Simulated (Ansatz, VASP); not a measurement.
**One calculation of BaTiAsF, two programs**

```
CELL_PARAMETERS angstrom
4.27806 0.00000 0.00000
0.00000 4.27806 0.00000
0.00000 0.00000 9.73439
ATOMIC_POSITIONS crystal
Ba 0.25000 0.25000 0.33177
Ba 0.75000 0.75000 0.66823
Ti 0.25000 0.75000 0.00000
Ti 0.75000 0.25000 0.00000
As 0.75000 0.75000 0.14910
As 0.25000 0.25000 0.85090
F 0.25000 0.75000 0.50000
F 0.75000 0.25000 0.50000
```

Alike in both runs: task single point; functional r2SCAN; k mesh 6 × 6 × 3; collinear spin.

```csv
,VASP,Ansatz
version,VASP 6.6.1,Ansatz 0.2.0
potentials or method,"VASP PAW PBE potentials, release 64 (Ba_sv, Ti_sv, As, F), cutoff 520 eV",PAW plane waves
occupations,"fermi-dirac, width 0.1 eV",fermi-dirac
valence electrons in the cell,68,88
```

Ansatz gave:

- pressure (GPa): -0.6
- traceless stress, the component that is largest in VASP (GPa): 1.16
- rms of the force components (eV/Å): 0.337

**Question.** Estimate VASP's values.

**Answer.** Pressure (GPa): 0.0; traceless stress, the component that is largest in VASP (GPa): 1.16; rms of the force components (eV/Å): 0.310.

VASP's potentials were made for PBE, not for r2SCAN. Atom by atom the forces differ by 0.026 eV/Å (rms over components). VASP's potentials hold 68 valence electrons a cell and Ansatz's 88, so a difference there can come from the potentials and not from the codes.

Neither program's run includes spin-orbit coupling.
